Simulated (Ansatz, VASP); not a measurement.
## PbSe: VASP beside Ansatz

INCAR

```
PREC = Accurate
ENCUT = 600
EDIFF = 1E-7
ISMEAR = 0
SIGMA = 0.02
LREAL = F
LASPH = T
NELM = 80
ALGO = Normal
ISIF = 3
LWAVE = F
LCHARG = F
GGA = PE
IBRION = 2
NSW = 100
EDIFFG = -0.01
```

KPOINTS

```
Automatic mesh
0
Gamma
  10 10 10
```

Contents of POSCAR:

```
PbSe
1.0
    0.0000000000      3.0908236500      3.0908236500
    3.0908236500      0.0000000000      3.0908236500
    3.0908236500      3.0908236500      0.0000000000
Pb Se
1 1
Direct
    0.0000000000      0.0000000000      0.0000000000
    0.5000000000      0.5000000000      0.5000000000
```

Input for Ansatz:

```yaml
crystal:
  lattice:
    - [0.0, 3.09082365, 3.09082365]
    - [3.09082365, 0.0, 3.09082365]
    - [3.09082365, 3.09082365, 0.0]
  atoms:
    - { symbol: Pb, position: [0.0, 0.0, 0.0] }
    - { symbol: Se, position: [0.5, 0.5, 0.5] }
basis:
  ecutwfc: 420
kpoints:
  mp_grid: { grid: [10, 10, 10] }
hamiltonian:
  xc: pbe
scf:
  occupations: { method: gaussian, width: 0.02 }
output:
  forces: true
  stress: true
  eigenvalues: true
  write_density: true
  write_potential: true
  elf: true
  volumetric_format: npy
relax:
  adjacent_minimum: "off"
  f_tol: 0.01
  max_steps: 80
  cell: { stress_tol: 0.05 }
```

Alike in both runs: task relaxation of cell and atoms; functional PBE; k mesh 10 × 10 × 10; occupations gaussian, width 0.02 eV; no spin polarisation.

```csv
,VASP,Ansatz
version,VASP 6.6.1,Ansatz 0.2.0
potentials or method,"VASP PAW PBE potentials, release 64 (Pb_d, Se), cutoff 600 eV","scalar-relativistic, plane waves, PAW"
valence electrons in the cell,20,30
```

VASP gave:

- gap on the k mesh at the Fermi level, each at its own relaxed structure (eV): 0.44
- relaxed volume (Å³/atom): 30.06
- relaxed cell length with the largest relative difference (Å): 4.397

Task: Estimate Ansatz's values.

Result: gap on the k mesh at the Fermi level, each at its own relaxed structure (eV): 0.43; relaxed volume (Å³/atom): 30.06; relaxed cell length with the largest relative difference (Å): 4.397.

VASP's potentials hold 20 valence electrons a cell and Ansatz's 30, so a difference there can come from the potentials and not from the codes.

Neither program's run includes spin-orbit coupling.
